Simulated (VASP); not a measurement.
Wanted: the native input for a VASP 6.6.1 run.

| Quantity | Value |
| --- | --- |
| Task | single point |
| Functional | r2SCAN |
| Potentials or basis | VASP PAW PBE potentials, release 64 (Cd, S, Hg) |
| Cutoff | 520 eV |
| k mesh | 6 × 6 × 4 |
| Occupations | gaussian, width 0.01 eV |
| Spin | no spin polarisation |
| Dipole correction | no |
| Further INCAR settings | ALGO = Normal; EDIFF = 1e-06; NBANDS = 26 |

CdHgS2:

```
Cd S Hg
1.0
     4.26285    0.00000    0.00000
     0.00000    4.26285    0.00000
     0.00000    0.00000    5.99971
Cd S Hg
1 2 1
Cartesian
  0.0000 0.0000 0.0000
  0.0000 2.1314 1.4793
  2.1314 0.0000 4.5204
  2.1314 2.1314 2.9999
```

This cell differs from its parent crystal: volume changed by +6%.

These files were run (other wordings do the same):

POSCAR

```
CdHgS2
1.0
    4.2628528370      0.0000000000      0.0000000000
    0.0000000000      4.2628528370      0.0000000000
    0.0000000000      0.0000000000      5.9997050237
Cd S Hg
1 2 1
Direct
    0.0000000000      0.0000000000      0.0000000000
    0.0000000000      0.5000000000      0.2465594813
    0.5000000000      0.0000000000      0.7534405187
    0.5000000000      0.5000000000      0.5000000000
```

INCAR.step1

```
SYSTEM = CdHgS2
PREC = Accurate
ENCUT = 520
ISMEAR = 0
SIGMA = 0.01
LREAL = .FALSE.
LASPH = .TRUE.
NELM = 80
NBANDS = 26
GGA = PE
ALGO = Normal
EDIFF = 1E-4
LWAVE = .TRUE.
LCHARG = .FALSE.
```

INCAR.step2

```
SYSTEM = CdHgS2
PREC = Accurate
ENCUT = 520
EDIFF = 1E-6
ISMEAR = 0
SIGMA = 0.01
LREAL = .FALSE.
LASPH = .TRUE.
NELM = 80
ALGO = Normal
ISIF = 2
LWAVE = .FALSE.
LCHARG = .TRUE.
METAGGA = R2SCAN
LMIXTAU = .TRUE.
LELF = .TRUE.
LVHAR = .TRUE.
NBANDS = 26
ISTART = 1
```

KPOINTS

```
regular mesh
0
G
  6 6 4
  0 0 0
```

Potentials or basis: VASP PAW PBE potentials, release 64 (Cd, S, Hg).

Command:

```sh
$ cat potpaw_PBE.64/Cd/POTCAR potpaw_PBE.64/S/POTCAR potpaw_PBE.64/Hg/POTCAR > POTCAR
$ cp INCAR.step1 INCAR
$ mpirun -np 1 vasp_std > vasp.out
$ cp INCAR.step2 INCAR
$ mpirun -np 1 vasp_std > vasp.out
```

It gave:

```
Pressure               : -2.8 GPa
Band gap on the k mesh : 0.51 eV, direct
```

Caveat: the PAW data sets were made with another functional, which shifts forces and pressure a little; spin-orbit coupling is left out, which moves the levels of the heavy elements.

Run time: 110 s on 1 thread of Intel(R) Xeon(R) Platinum 8559C (Emerald Rapids), on a shared host, peak memory 0.28 GiB.
